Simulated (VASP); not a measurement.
# ReS2 in VASP: further runs

The runs below take ReS2 through single point, with LDA.

Program: VASP 6.6.1. These are calculated values, not measurements. Logs are shortened: lines on timing, memory, paths and dates and some standing lists are left out, and cuts for length are marked.

## (1) The cell of the first run

The cell holds a sheet with vacuum, 24 atoms: a = 6.297 Å, b = 6.398 Å, c = 23.000 Å, α = 90.00°, β = 90.00°, γ = 61.22°.

## (2) Single point, LDA

File INCAR:

```
ALGO     = Normal         # electronic algorithm
EDIFF    = 1E-7           # SCF threshold, eV
ENCUT    = 520            # plane-wave cutoff, eV
ISIF     = 2              # what is computed and relaxed
ISMEAR   = 0              # smearing method
LASPH    = True           # aspherical terms in the spheres
LCHARG   = False          # write CHGCAR
LREAL    = Auto         
LWAVE    = False          # write WAVECAR
NBANDS   = 94             # bands
NELM     = 60             # most SCF steps
PREC     = Accurate       # precision mode
SIGMA    = 0.01           # smearing width, eV
```

File KPOINTS:

```
k-points
0
Gamma
  4 4 1
```

File POSCAR:

```
ReS2
1.0
    6.2972549174     -0.0070654847      0.0000000000
    3.0861432415      5.6045564456      0.0000000000
    0.0000000000      0.0000000000     23.0000000000
Re S
8 16
Direct
    0.0931258085      0.2620673088      0.3667303895
    0.2158450355      0.6363734836      0.3713807741
    0.6664648177      0.2350117718      0.3684430677
    0.6425034337      0.6637375130      0.3696195954
    0.9842559785      0.9954208944      0.6286193020
    1.1069752329      1.3697271677      0.6332695802
    1.5575975713      0.9680570451      0.6303803826
    1.5336361772      1.3967828233      0.6315568890
    0.8383393928      0.8533405160      0.3180476986
    0.2994266546      0.8847708162      0.3108254398
    0.0093764567      1.0135442823      0.4271483704
   -0.0297977459      0.5547932749      0.4368316879
    0.4707098172      1.0454922505      0.4198707105
    0.7992521269      0.3910940999      0.2936720979
    0.5093786907      0.5084636040      0.4445135562
    0.3387286229      0.3438765739      0.3013832290
    1.7293911916      1.5863022111      0.5801292136
    1.1907245034      1.6182502574      0.5728516284
    0.9006740453      1.7470235197      0.6891746140
    0.8613723867      1.2879182703      0.6986167602
    1.3617615381      1.7784539619      0.6819522561
    1.6907223514      1.1233308710      0.5554865091
    1.4008488112      1.2407004221      0.7063279217
    1.2298984829      1.0770012921      0.5631683258
```

Potentials or basis: VASP PAW LDA potentials, release 64 (Re, S).

The run is started by

```console
> cat potpaw_LDA.64/Re/POTCAR potpaw_LDA.64/S/POTCAR > POTCAR
> mpirun -np 1 vasp_std > vasp.out
```

OUTCAR:

```text
EDIFF = 1E-7
   ENCUT = 520
   ISIF = 2
   ISMEAR = 0
   LASPH = True
   LREAL = Auto
   NELM = 60
   PREC = Accurate

 ion  position               nearest neighbor table
   1  0.093  0.262  0.367-  12 2.30  14 2.34  11 2.35  16 2.39  13 2.43  10 2.48   4 2.76   3 2.77
                             2 2.85
   2  0.216  0.636  0.371-  16 2.30  15 2.34  10 2.36  12 2.39   9 2.43  11 2.48   3 2.76   4 2.78
                             1 2.85
   3  0.666  0.235  0.368-  15 2.33  14 2.34  11 2.36  16 2.40  13 2.41   9 2.44   4 2.67   2 2.76
                             1 2.77
   4  0.643  0.664  0.370-  14 2.33  15 2.34  10 2.36  12 2.40   9 2.42  13 2.43   3 2.67   1 2.76
                             2 2.78
   5  0.984  0.995  0.629-  20 2.30  22 2.34  19 2.36  24 2.39  21 2.43  18 2.48   8 2.76   7 2.78
                             6 2.85
   6  0.107  0.370  0.633-  24 2.30  23 2.34  18 2.35  20 2.39  17 2.43  19 2.48   7 2.76   8 2.77
                             5 2.85
   7  0.558  0.968  0.630-  23 2.33  22 2.34  19 2.36  24 2.40  21 2.42  17 2.43   8 2.67   6 2.76
                             5 2.78
   8  0.534  0.397  0.632-  22 2.33  23 2.34  18 2.36  20 2.40  17 2.41  21 2.44   7 2.67   5 2.76
                             6 2.77
   9  0.838  0.853  0.318-   4 2.42   2 2.43   3 2.44
  10  0.299  0.885  0.311-   2 2.36   4 2.36   1 2.48
  11  0.009  0.014  0.427-   1 2.35   3 2.36   2 2.48
  12  0.970  0.555  0.437-   1 2.30   2 2.39   4 2.40
  13  0.471  0.045  0.420-   3 2.41   1 2.43   4 2.43
  14  0.799  0.391  0.294-   4 2.33   3 2.34   1 2.34
[... 8 lines left out ...]
  23  0.401  0.241  0.706-   7 2.33   8 2.34   6 2.34
  24  0.230  0.077  0.563-   6 2.30   5 2.39   7 2.40

  LATTYP: Found a simple monoclinic cell.
 ALAT       =     6.2972588811
 B/A-ratio  =     3.6523827961
 C/A-ratio  =     1.0160091439
 COS(beta)  =    -0.4813720025

  Lattice vectors:

 A1 = (   6.2972549174,  -0.0070654847,   0.0000000000)
 A2 = (   0.0000000000,   0.0000000000,  23.0000000000)
 A3 = (  -3.0861432415,  -5.6045564456,   0.0000000000)

Analysis of symmetry for initial positions (statically):
=====================================================================
 Subroutine PRICEL returns:
 Original cell was already a primitive cell.

 Routine SETGRP: Setting up the symmetry group for a
 simple monoclinic supercell.

 Subroutine GETGRP returns: Found  2 space group operations
 (whereof  1 operations were pure point group operations)
 out of a pool of  4 trial point group operations.

The static configuration has the point symmetry C_1 .
 The point group associated with its full space group is S_2 .

Analysis of symmetry for dynamics (positions and initial velocities):
[... 149 lines left out ...]
   POTIM  = 0.5000    time-step for ionic-motion
   TEBEG  =    0.0;   TEEND  =   0.0 temperature during run
   PSTRESS=    0.0 pullay stress
   NELECT =     152.0000    total number of electrons
   NUPDOWN=      -1.0000    fix difference up-down
   EMIN   =  10.00;   EMAX   =-10.00  energy-range for DOS
   EFERMI =   0.00;   METHOD = LEGACY
   ISMEAR =     0;   SIGMA  =   0.01  broadening in eV -4-tet -1-fermi 0-gaus
   EFERMI_NEDOS =   21; number of points for ismear=-14 and -15
   IALGO  =     38    algorithm
   IMIX   =      4    mixing-type and parameters
     AMIX     =   0.40;   BMIX     =  1.00
     AMIX_MAG =   1.60;   BMIX_MAG =  1.00
  volume/ion in A,a.u.               =      33.84       228.39
  Fermi-wavevector in a.u.,A,eV,Ry     =   0.936397  1.769533 11.930113  0.876839
  Thomas-Fermi vector in A             =   2.063402
   LORBIT       =      0    0 simple, 1 ext, 2 COOP (PROOUT), +10 PAW based schemes
   GGA     = CA    functional components
   LHFCALC =     F    Hartree Fock is set to
   AEXX    =    0.0000 exact exchange contribution
   IVDW    =     0    specifies the selected vdW correction
   LEPSILON=     F    determine dielectric tensor
   LRPA    =     F    only Hartree local field effects (RPA)
 non-spin polarized calculation
 Gauss-broadening in eV      SIGMA  =   0.01
  energy-cutoff  :      520.00
  volume of cell :      812.25
 maximum number of plane-waves:     21894
 NGX is ok and might be reduce to    48
   NGX = 23   NGY = 23   NGZ = 85

 number of electron     152.0000001 magnetization

 Free energy of the ion-electron system (eV)
  ---------------------------------------------------
  ext. energy  EPLUGINS =         0.00000000
  ---------------------------------------------------
  free energy    TOTEN  =      -200.05828021 eV

  energy without entropy =     -200.05828021  energy(sigma->0) =     -200.05828021

 E-fermi :   0.1589     XC(G=0):  -6.2117

 val. band max:        0.1159712651   @ k =   0.0000   0.0000   0.0000
 cond. band min:       1.4794317257   @ k =   0.0000   0.0000   0.0000
 fundamental gap:      1.3634604606
 Fermi energy:         0.1589259051

 k-point     1 :       0.0000    0.0000    0.0000
  band No.  band energies     occupation
      1     -14.9705      2.00000
      2     -14.8679      2.00000
      3     -13.4702      2.00000
      4     -13.3570      2.00000
      5     -13.0315      2.00000
      6     -13.0043      2.00000
[... 899 lines left out ...]
     87       2.5846      0.00000
     88       2.6252      0.00000
 [bands above 88 left out]

------------------------ aborting loop because EDIFF is reached ----------------------------------------

  FORCE on cell =-STRESS in cart. coord.  units (eV):
  Direction    XX          YY          ZZ          XY          YZ          ZX
  --------------------------------------------------------------------------------------
  -------------------------------------------------------------------------------------
  Total        2.6750479      2.7337832      2.5299910     -0.0440976     -0.0718110      0.0001187
  in kB        5.2765925      5.3924492      4.9904644     -0.0869835     -0.1416488      0.0002341
  external PRESSURE =       5.2198354 kB  Pullay stress =       0.0000000 kB

 VOLUME and BASIS-vectors are now :
 -----------------------------------------------------------------------------
  energy-cutoff  :      520.00
  volume of cell :      812.25
      direct lattice vectors                 reciprocal lattice vectors
     6.297254917 -0.007065485  0.000000000     0.158701302 -0.087388709  0.000000000
     3.086143241  5.604556446  0.000000000     0.000200070  0.178316084  0.000000000
     0.000000000  0.000000000 23.000000000     0.000000000  0.000000000  0.043478261

 POSITION                                       TOTAL-FORCE (eV/Angst)
 -----------------------------------------------------------------------------------
      1.39521      1.46811      8.43480         0.023249     -0.022104     -0.015947
      3.32317      3.56507      8.54176        -0.020624      0.024324      0.015966
      4.92218      1.31243      8.47419        -0.014197     -0.042467     -0.009771
      6.09440      3.71541      8.50125         0.014435      0.047880      0.008502
      9.27012      5.57194     14.45824         0.020624     -0.024324     -0.015966
      1.81468      2.07140     14.56520        -0.023249      0.022104      0.015947
[... 16 lines left out ...]
      3.26708      1.34619     16.24554        -0.001654      0.000307      0.165788
      1.68537      0.42993     12.95287        -0.001197     -0.034735     -0.127599
 -----------------------------------------------------------------------------------
    total drift:                                0.000653     -0.003721      0.012721

  FREE ENERGIE OF THE ION-ELECTRON SYSTEM (eV)
  ---------------------------------------------------
  free  energy   TOTEN  =      -200.0582802089 eV

  energy  without entropy=     -200.0582802089  energy(sigma->0) =     -200.05828021
```

stdout:

```text
POSCAR found type information on POSCAR ReS
 POSCAR found :  2 types and      24 ions
 scaLAPACK will be used
 LDA part: xc-table for (Slater(with rela. corr.)+CA(PZ))
 , standard interpolation
 POSCAR, INCAR and KPOINTS ok, starting setup
 FFT: planning ... GRIDC
 FFT: planning ... GRID_SOFT
 FFT: planning ... GRID
 WAVECAR not read
 entering main loop
```

Run time: 32 min. Hardware: 1 thread of Intel Xeon Platinum 8488C (Sapphire Rapids), shared host; peak memory 0.84 GiB.

What came out:

```
Free energy            : -200.0583 eV
Largest force          : 0.166 eV/Å
Band gap on the k mesh : 1.36 eV
```

Forces in eV/Å, atoms in the order of the input:
```
Re   0.023 -0.022 -0.016
Re  -0.021  0.024  0.016
Re  -0.014 -0.042 -0.010
Re   0.014  0.048  0.009
Re   0.021 -0.024 -0.016
Re  -0.023  0.022  0.016
Re  -0.014 -0.048 -0.009
Re   0.014  0.042  0.010
S    0.006  0.009 -0.069
S   -0.005  0.045 -0.091
S    0.005 -0.046  0.091
S    0.001  0.035  0.128
S   -0.006 -0.009  0.069
S    0.002  0.000 -0.166
S   -0.001 -0.002  0.166
S   -0.002 -0.034 -0.129
S    0.006  0.009 -0.069
S   -0.005  0.046 -0.091
S    0.005 -0.045  0.091
S    0.002  0.034  0.129
S   -0.006 -0.009  0.069
S    0.001  0.002 -0.166
S   -0.002  0.000  0.166
S   -0.001 -0.035 -0.128
```

Caveat: spin-orbit coupling is left out, which moves the levels of the heavy elements.

[end of part 1 of 2]
